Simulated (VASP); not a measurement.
Wanted: the native input for a VASP 6.6.1 run.

```yaml
Task: electric field gradients
Functional: LDA
Potentials_or_basis: VASP PAW LDA potentials, release 64 (K_sv, Cl)
Cutoff: 520 eV
k_mesh: 7 × 7 × 7
Occupations: fermi-dirac, width 0.03 eV
Spin: no spin polarisation
Dipole_correction: no
Further_INCAR_settings: ALGO = Normal; EDIFF = 1e-08; NBANDS = 15
```

The structure of KCl lies in POSCAR:

```
KCl
1.0
    0.0000000000      3.1561000000      3.2507830000
    3.1561000000      0.0000000000      3.2507830000
    3.1561000000      3.1561000000      0.0000000000
K Cl
1 1
Direct
    0.0000000000      0.0000000000      0.0000000000
    0.5000000000      0.5000000000      0.5000000000
```

This cell differs from its parent crystal: zz strain of +3 %.

The input as run:

INCAR

```
PREC = Accurate ; ENCUT = 520
EDIFF = 1E-8 ; ISMEAR = -1
SIGMA = 0.03 ; LREAL = False
LASPH = True ; NELM = 60
ALGO = Normal ; ISIF = 2
LWAVE = False ; LCHARG = False
GGA = CA ; LEFG = True
NBANDS = 15
```

KPOINTS

```
Automatic mesh
0
Gamma
  7 7 7
```

Potentials or basis: VASP PAW LDA potentials, release 64 (K_sv, Cl).

The run is started by

```bash
$ cat potpaw_LDA.64/K_sv/POTCAR potpaw_LDA.64/Cl/POTCAR > POTCAR
$ mpirun -np 1 vasp_std > vasp.out
```

Results of the run:

```yaml
Pressure: -2.4 GPa
Band_gap_on_the_k_mesh: 4.62 eV
Largest_electric_field_gradient_by_atom: K +5.1; Cl +2.4 V/Å²
```

Caveat: the cell differs from its parent crystal (zz strain of +3 %); without QUAD_EFG the Cq values of the log hold for a quadrupole moment of 1 mb, not for the nuclei; an odd mesh through Γ misses points on the zone boundary, where band edges can lie.

Run time: 62 s on 1 thread of Intel Xeon 8259CL, on a shared host, peak memory 0.19 GiB.
